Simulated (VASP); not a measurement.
# Pt (P6_3/mmc) in VASP: a series of runs

Runs on Pt. Level: PBEsol. Tasks: vibrations by perturbation theory.

Program: VASP 6.6.1. These are calculated values, not measurements. Logs are shortened: lines on timing, memory, paths and dates and some standing lists are left out, and cuts for length are marked.

### Step 1. The cell of the first run

It takes space group P6_3/mmc (No. 194, hexagonal). Conventional cell: a = 2.699 Å, b = 2.699 Å, c = 4.585 Å, α = 90.00°, β = 90.00°, γ = 120.00°. Pt (site symmetry -6m2) has 12 Pt at 2.70 to 2.77 Å within 3.6 Å.

### Step 2. Vibrations by perturbation theory, PBEsol

File INCAR:

```
SYSTEM = Pt
PREC = Accurate ; ENCUT = 520
EDIFF = 1E-8 ; ISMEAR = -1
SIGMA = 0.15 ; LREAL = .FALSE.
LASPH = .TRUE. ; NELM = 100
ALGO = Normal ; ISIF = 2
LWAVE = .FALSE. ; LCHARG = .FALSE.
GGA = PS ; NBANDS = 17
IBRION = 8 ; NSW = 1
```

File KPOINTS:

```
Automatic mesh
0
G
  18 18 10
  0 0 0
```

File POSCAR:

```
Pt
1.0
    2.6992767814      0.0000000000      0.0000000000
   -1.3496383907      2.3376422646      0.0000000000
    0.0000000000      0.0000000000      4.5848972725
Pt
2
Direct
    0.6666666667      0.3333333333      0.7500000000
    0.3333333333      0.6666666667      0.2500000000
```

Potentials or basis: VASP PAW PBE potentials, release 64 (Pt).

Run with:

```
$ cat potpaw_PBE.64/Pt/POTCAR > POTCAR
$ mpirun -np 1 vasp_std > vasp.out
```

OUTCAR:

```text
SYSTEM = Pt
   PREC = Accurate
   ENCUT = 520
   EDIFF = 1E-8
   ISMEAR = -1
   LREAL = .FALSE.
   LASPH = .TRUE.
   NELM = 100
   ISIF = 2
   GGA = PS
   IBRION = 8
   NSW = 1

 ion  position               nearest neighbor table
   1  0.667  0.333  0.750-   2 2.77   2 2.77   2 2.77   2 2.77   2 2.77   2 2.77
   2  0.333  0.667  0.250-   1 2.77   1 2.77   1 2.77   1 2.77   1 2.77   1 2.77

  LATTYP: Found a hexagonal cell.
 ALAT       =     2.6992767814
 C/A-ratio  =     1.6985650764

  Lattice vectors:

 A1 = (   2.6992767814,   0.0000000000,   0.0000000000)
 A2 = (  -1.3496383907,   2.3376422646,   0.0000000000)
 A3 = (   0.0000000000,   0.0000000000,   4.5848972725)

Analysis of symmetry for initial positions (statically):
=====================================================================
 Subroutine PRICEL returns:
 Original cell was already a primitive cell.

 Routine SETGRP: Setting up the symmetry group for a
 hexagonal supercell.

 Subroutine GETGRP returns: Found 24 space group operations
 (whereof 12 operations were pure point group operations)
 out of a pool of 24 trial point group operations.

The static configuration has the point symmetry D_3d.
 The point group associated with its full space group is D_6h.

Analysis of symmetry for dynamics (positions and initial velocities):
=====================================================================
 Subroutine PRICEL returns:
 Original cell was already a primitive cell.

 Routine SETGRP: Setting up the symmetry group for a
 hexagonal supercell.

 Subroutine GETGRP returns: Found 24 space group operations
 (whereof 12 operations were pure point group operations)
 out of a pool of 24 trial point group operations.

The dynamic configuration has the point symmetry D_3d.
 The point group associated with its full space group is D_6h.

 Subroutine INISYM returns: Found 24 space group operations
 (whereof 12 operations are pure point group operations),
 and found     1 'primitive' translations

[... 652 lines left out ...]
 POSITION                                       TOTAL-FORCE (eV/Angst)
 -----------------------------------------------------------------------------------
      1.34964      0.77921      3.43867         0.000000      0.000000      0.000000
     -0.00000      1.55843      1.14622        -0.000000     -0.000000      0.000000
 -----------------------------------------------------------------------------------
    total drift:                               -0.000000      0.000000     -0.000000

  FREE ENERGIE OF THE ION-ELECTRON SYSTEM (eV)
  ---------------------------------------------------
  free  energy   TOTEN  =       -13.8655958098 eV

  energy  without entropy=      -13.6440496302  energy(sigma->0) =      -13.75482272

[... ionic steps 2 to 3 ...]

--------------------------------------- Ionic step        4  -------------------------------------------

------------------------ aborting loop because EDIFF is reached ----------------------------------------

[... ionic steps 5 to 5 ...]

--------------------------------------- Ionic step        6  -------------------------------------------

 Free energy of the ion-electron system (eV)
  ---------------------------------------------------
  ---------------------------------------------------
  free energy    TOTEN  =        -0.28145113 eV

  energy without entropy =       -0.28145113

------------------------ aborting loop because EDIFF is reached ----------------------------------------

 INTERNAL STRAIN TENSOR  FOR ION    1  DIRECTION 3   (eV/Angst):
 -----------------------------------------------------------------------------
     0.04536  0.00000  0.00000
     0.00000  0.04536 -0.00000
     0.00000  0.00000 -0.08319

 INTERNAL STRAIN TENSOR FOR ION    2 for displacements in x,y,z  (eV/Angst):
          X           Y           Z          XY          YZ          ZX
  --------------------------------------------------------------------------------
  x     0.00000     0.00000     0.00000    -1.24422     0.00000     0.00000
  y    -1.24422     1.24422     0.00000     0.00000     0.00000     0.00000
  z     0.00000     0.00000     0.00000     0.00000    -0.00000     0.00000

 SECOND DERIVATIVES (NOT SYMMETRIZED)
 ------------------------------------
               1X          1Y          1Z          2X          2Y          2Z
  1X    -0.783882    0.000000    0.000000    0.783882    0.000000    0.000000
  1Y     0.000000   -0.783882    0.000000    0.000000    0.783882    0.000000
  1Z     0.000000    0.000000  -15.224757   -0.000000    0.000000   15.224757
  2X     0.783882    0.000000    0.000000   -0.783882    0.000000    0.000000
  2Y     0.000000    0.783882    0.000000    0.000000   -0.783882    0.000000
  2Z    -0.000000    0.000000   15.224757    0.000000    0.000000  -15.224757

 Eigenvectors and eigenvalues of the dynamical matrix
 ----------------------------------------------------

   1 f  =    6.176387 THz    38.807387 2PiTHz  206.022109 cm-1    25.543474 meV
             X         Y         Z           dx          dy          dz
      1.349638  0.779214  3.438673    -0.000000    0.000000    0.707107
     -0.000000  1.558428  1.146224     0.000000   -0.000000   -0.707107
[... 11 lines left out ...]
   4 f  =    0.000000 THz     0.000000 2PiTHz    0.000000 cm-1     0.000000 meV
             X         Y         Z           dx          dy          dz
      1.349638  0.779214  3.438673     0.707107   -0.000000   -0.000000
     -0.000000  1.558428  1.146224     0.707107   -0.000000    0.000000

   5 f/i=    0.000000 THz     0.000000 2PiTHz    0.000001 cm-1     0.000000 meV
             X         Y         Z           dx          dy          dz
      1.349638  0.779214  3.438673    -0.000000   -0.669045    0.228865
     -0.000000  1.558428  1.146224    -0.000000   -0.669045    0.228865

   6 f/i=    0.000000 THz     0.000000 2PiTHz    0.000002 cm-1     0.000000 meV
             X         Y         Z           dx          dy          dz
      1.349638  0.779214  3.438673     0.000000    0.228865    0.669045
     -0.000000  1.558428  1.146224     0.000000    0.228865    0.669045

--------------------------------------------------------------------------------------------------------

 ELASTIC MODULI CONTR FROM IONIC RELAXATION (kBar)
 Direction    XX          YY          ZZ          XY          YZ          ZX
 --------------------------------------------------------------------------------
 XX        -109.3709    109.3709      0.0000      0.0000      0.0000      0.0000
 YY         109.3709   -109.3709     -0.0000     -0.0000     -0.0000      0.0000
 ZZ           0.0000     -0.0000     -0.0000      0.0000      0.0000      0.0000
 XY           0.0000     -0.0000      0.0000   -109.3709     -0.0000      0.0000
 YZ           0.0000     -0.0000      0.0000     -0.0000     -0.0000      0.0000
 ZX           0.0000      0.0000      0.0000      0.0000      0.0000      0.0000
 --------------------------------------------------------------------------------
```

stdout:

```text
POSCAR found type information on POSCAR Pt
 POSCAR found :  1 types and       2 ions
 scaLAPACK will be used
 -----------------------------------------------------------------------------
|                                                                             |
|                                                                             |
|     You enforced a specific xc type in the INCAR file but a different       |
|     I HOPE YOU KNOW WHAT YOU ARE DOING!                                     |
|                                                                             |
 -----------------------------------------------------------------------------

 LDA part: xc-table for (Slater+PW92), standard interpolation
 POSCAR, INCAR and KPOINTS ok, starting setup
 FFT: planning ... GRIDC
 FFT: planning ... GRID_SOFT
 FFT: planning ... GRID
 WAVECAR not read
 entering main loop
 Linear response reoptimize wavefunctions to high precision
 Linear response DOF=           2
 Linear response progress:
 first order change of Fermi-energy  -0.12553E-04
 force on displaced ion       1 direction 1 :  -0.784   0.001   0.000
 Linear response progress:
 first order change of Fermi-energy   0.20959E-03
 force on displaced ion       1 direction 3 :   0.000   0.000 -15.225
 Linear response finished
```

It took 11 min on 1 thread of Intel Xeon Platinum 8488C (Sapphire Rapids), shared host; peak memory 0.92 GiB.

Results:

```
Highest phonon frequency at Γ : 206 cm⁻¹
```

Phonon frequencies in cm⁻¹ (negative: imaginary):
| q point | frequencies |
| --- | --- |
| (0.000, 0.000, 0.000) | 0 0 0 47 47 206 |

Caveat: the cell wasn't relaxed at this level first, which shifts response properties; the PAW data sets were made with another functional, which shifts forces and pressure a little; spin-orbit coupling is left out, which moves the levels of the heavy elements.

### Step 3. Vibrations by perturbation theory, PBEsol

This run uses another cell than the first one, of 14.77 Å³/atom, 1.021 times its volume.

File INCAR:

```
  ALGO = Normal
  EDIFF = 1E-8
  ENCUT = 520
  GGA = PS
  IBRION = 8
  ISIF = 2
  ISMEAR = -1
  LASPH = T
  LCHARG = F
  LREAL = F
  LWAVE = F
  NELM = 60
  NSW = 1
  PREC = Accurate
  SIGMA = 0.15
```

File KPOINTS:

```
k-points
0
Gamma
  18 18 10
```

File POSCAR:

```
Pt
1.0
    2.7165216646      0.0000000000      0.0000000000
   -1.3582608323      2.3525767715      0.0000000000
    0.0000000000      0.0000000000      4.6218533997
Pt
2
Direct
    0.6666666667      0.3333333333      0.7500000000
    0.3333333333      0.6666666667      0.2500000000
```

Potentials or basis: VASP PAW PBE potentials, release 64 (Pt).

Run with:

```
$ cat potpaw_PBE.64/Pt/POTCAR > POTCAR
$ mpirun -np 1 vasp_std > vasp.out
```

OUTCAR:

```text
EDIFF = 1E-8
   ENCUT = 520
   GGA = PS
   IBRION = 8
   ISIF = 2
   ISMEAR = -1
   LASPH = T
   LREAL = F
   NELM = 60
   NSW = 1
   PREC = Accurate

 ion  position               nearest neighbor table
   1  0.667  0.333  0.750-   2 2.79   2 2.79   2 2.79   2 2.79   2 2.79   2 2.79
   2  0.333  0.667  0.250-   1 2.79   1 2.79   1 2.79   1 2.79   1 2.79   1 2.79

  LATTYP: Found a hexagonal cell.
 ALAT       =     2.7165216646
 C/A-ratio  =     1.7013865414

  Lattice vectors:

 A1 = (   2.7165216646,   0.0000000000,   0.0000000000)
 A2 = (  -1.3582608323,   2.3525767715,   0.0000000000)
 A3 = (   0.0000000000,   0.0000000000,   4.6218533997)

Analysis of symmetry for initial positions (statically):
=====================================================================
 Subroutine PRICEL returns:
 Original cell was already a primitive cell.

 Routine SETGRP: Setting up the symmetry group for a
 hexagonal supercell.

 Subroutine GETGRP returns: Found 24 space group operations
 (whereof 12 operations were pure point group operations)
 out of a pool of 24 trial point group operations.

The static configuration has the point symmetry D_3d.
 The point group associated with its full space group is D_6h.

Analysis of symmetry for dynamics (positions and initial velocities):
=====================================================================
 Subroutine PRICEL returns:
 Original cell was already a primitive cell.

 Routine SETGRP: Setting up the symmetry group for a
 hexagonal supercell.

 Subroutine GETGRP returns: Found 24 space group operations
 (whereof 12 operations were pure point group operations)
 out of a pool of 24 trial point group operations.

The dynamic configuration has the point symmetry D_3d.
 The point group associated with its full space group is D_6h.

 Subroutine INISYM returns: Found 24 space group operations
 (whereof 12 operations are pure point group operations),
 and found     1 'primitive' translations

----------------------------------------------------------------------------------------

                                     Primitive cell

  volume of cell :      29.5375

  direct lattice vectors                    reciprocal lattice vectors
     2.716521665  0.000000000  0.000000000     0.368117808  0.212532915  0.000000000
    -1.358260832  2.352576771  0.000000000     0.000000000  0.425065831  0.000000000
     0.000000000  0.000000000  4.621853400     0.000000000  0.000000000  0.216363418

  length of vectors
     2.716521665  2.716521665  4.621853400     0.425065831  0.425065831  0.216363418

  position of ions in fractional coordinates (direct lattice)
     0.666666667  0.333333333  0.750000000
     0.333333333  0.666666667  0.250000000

  ion indices of the primitive-cell ions
   primitive index   ion index
[... 144 lines left out ...]
     13      16.8360      0.00000
     14      26.3478      0.00000
[... 377 lines left out ...]
      1       4.7682      2.00000
      2       4.8606      2.00000
      3       5.2662      2.00000
      4       7.6105      2.00000
      5       7.7881      2.00000
      6       7.9000      2.00000
      7       8.2933      2.00000
      8      11.0476      1.91136
      9      11.3494      1.48508
     10      11.5630      0.81944
     11      13.5398      0.00000
     12      16.7909      0.00000
     13      18.7776      0.00000
     14      20.9957      0.00000

 [... further k-points ...]
[... 5 lines left out ...]
  --------------------------------------------------------------------------------------
  -------------------------------------------------------------------------------------
  Total        1.4099414      1.4099414      1.3869219      0.0000000      0.0000000      0.0000000
  in kB       76.4783493     76.4783493     75.2297208      0.0000000      0.0000000      0.0000000
  external PRESSURE =      76.0621398 kB  Pullay stress =       0.0000000 kB

 VOLUME and BASIS-vectors are now :
 -----------------------------------------------------------------------------
  energy-cutoff  :      520.00
  volume of cell :       29.54
      direct lattice vectors                 reciprocal lattice vectors
     2.716521665  0.000000000  0.000000000     0.368117808  0.212532915  0.000000000
    -1.358260832  2.352576771  0.000000000     0.000000000  0.425065831  0.000000000
     0.000000000  0.000000000  4.621853400     0.000000000  0.000000000  0.216363418

 POSITION                                       TOTAL-FORCE (eV/Angst)
 -----------------------------------------------------------------------------------
      1.35826      0.78419      3.46639        -0.000000      0.000000      0.000000
     -0.00000      1.56838      1.15546         0.000000     -0.000000      0.000000
 -----------------------------------------------------------------------------------
    total drift:                                0.000000     -0.000000      0.000000

  FREE ENERGIE OF THE ION-ELECTRON SYSTEM (eV)
  ---------------------------------------------------
  free  energy   TOTEN  =       -13.9079380220 eV

  energy  without entropy=      -13.6815674993  energy(sigma->0) =      -13.79475276

[... ionic steps 2 to 3 ...]

--------------------------------------- Ionic step        4  -------------------------------------------

------------------------ aborting loop because EDIFF is reached ----------------------------------------

[... ionic steps 5 to 5 ...]

--------------------------------------- Ionic step        6  -------------------------------------------

 Free energy of the ion-electron system (eV)
  ---------------------------------------------------
  ---------------------------------------------------
  free energy    TOTEN  =        -0.28128085 eV

  energy without entropy =       -0.28128085

------------------------ aborting loop because EDIFF is reached ----------------------------------------

 INTERNAL STRAIN TENSOR  FOR ION    1  DIRECTION 3   (eV/Angst):
 -----------------------------------------------------------------------------
     0.04492  0.00000  0.00000
     0.00000  0.04492  0.00000
     0.00000 -0.00000 -0.08276

 INTERNAL STRAIN TENSOR FOR ION    2 for displacements in x,y,z  (eV/Angst):
          X           Y           Z          XY          YZ          ZX
  --------------------------------------------------------------------------------
  x     0.00000     0.00000     0.00000    -1.00016     0.00000     0.00000
  y    -1.00016     1.00016    -0.00000     0.00000     0.00000     0.00000
  z     0.00000     0.00000     0.00000     0.00000     0.00000     0.00000

 SECOND DERIVATIVES (NOT SYMMETRIZED)
 ------------------------------------
               1X          1Y          1Z          2X          2Y          2Z
  1X    -0.652557    0.000000    0.000000    0.652557    0.000000    0.000000
  1Y    -0.000000   -0.652557    0.000000    0.000000    0.652557    0.000000
  1Z     0.000000   -0.000000  -13.583704    0.000000    0.000000   13.583704
  2X     0.652557    0.000000    0.000000   -0.652557    0.000000    0.000000
  2Y     0.000000    0.652557    0.000000   -0.000000   -0.652557    0.000000
  2Z     0.000000    0.000000   13.583704    0.000000   -0.000000  -13.583704

 Eigenvectors and eigenvalues of the dynamical matrix
 ----------------------------------------------------

   1 f  =    5.834027 THz    36.656274 2PiTHz  194.602199 cm-1    24.127587 meV
             X         Y         Z           dx          dy          dz
      1.358261  0.784192  3.466390     0.000000    0.000000    0.707107
     -0.000000  1.568385  1.155463     0.000000   -0.000000   -0.707107
[... 16 lines left out ...]
   5 f  =    0.000000 THz     0.000000 2PiTHz    0.000000 cm-1     0.000000 meV
             X         Y         Z           dx          dy          dz
      1.358261  0.784192  3.466390     0.707107    0.000000    0.000000
     -0.000000  1.568385  1.155463     0.707107    0.000000    0.000000

   6 f/i=    0.000000 THz     0.000000 2PiTHz    0.000001 cm-1     0.000000 meV
             X         Y         Z           dx          dy          dz
      1.358261  0.784192  3.466390     0.000000   -0.371748   -0.601501
     -0.000000  1.568385  1.155463     0.000000   -0.371748   -0.601501

--------------------------------------------------------------------------------------------------------

 ELASTIC MODULI CONTR FROM IONIC RELAXATION (kBar)
 Direction    XX          YY          ZZ          XY          YZ          ZX
 --------------------------------------------------------------------------------
 XX         -83.1485     83.1485     -0.0000      0.0000      0.0000      0.0000
 YY          83.1485    -83.1485      0.0000     -0.0000      0.0000      0.0000
 ZZ          -0.0000      0.0000     -0.0000      0.0000      0.0000      0.0000
 XY           0.0000     -0.0000      0.0000    -83.1485      0.0000      0.0000
 YZ           0.0000      0.0000      0.0000      0.0000      0.0000      0.0000
 ZX           0.0000      0.0000      0.0000      0.0000      0.0000      0.0000
 --------------------------------------------------------------------------------
```

OSZICAR:

```text
N       E                     dE             d eps       ncg     rms          rms(c)
DAV:   1     0.104414895971E+03    0.10441E+03   -0.10753E+04  6216   0.139E+03
DAV:   2    -0.128435740922E+02   -0.11726E+03   -0.11240E+03  6942   0.282E+02
DAV:   3    -0.147793668697E+02   -0.19358E+01   -0.19094E+01  7584   0.372E+01
DAV:   4    -0.147892283657E+02   -0.98615E-02   -0.98601E-02  7074   0.272E+00
[... 43 lines left out ...]
RMM:   9    -0.281279829834E+00    0.89171E-05    0.43126E-07 15192   0.525E-04    0.721E-05
RMM:  10    -0.281280706188E+00   -0.87635E-06   -0.12513E-07 15320   0.133E-04    0.195E-05
RMM:  11    -0.281280841294E+00   -0.13511E-06   -0.41413E-08 15283   0.466E-05    0.421E-06
RMM:  12    -0.281280846412E+00   -0.51178E-08   -0.35095E-08 15161   0.157E-05    0.188E-06
 Linear response finished
```

Wall time 9.3 min (1 thread of Intel Xeon Platinum 8488C (Sapphire Rapids), shared host); peak memory 0.83 GiB.

What came out:

```
Highest phonon frequency at Γ : 195 cm⁻¹
```

Phonon frequencies in cm⁻¹ (negative: imaginary):
| q point | frequencies |
| --- | --- |
| (0.000, 0.000, 0.000) | 0 0 0 43 43 195 |

Caveat: the cell wasn't relaxed at this level first, which shifts response properties; the PAW data sets were made with another functional, which shifts forces and pressure a little; spin-orbit coupling is left out, which moves the levels of the heavy elements.
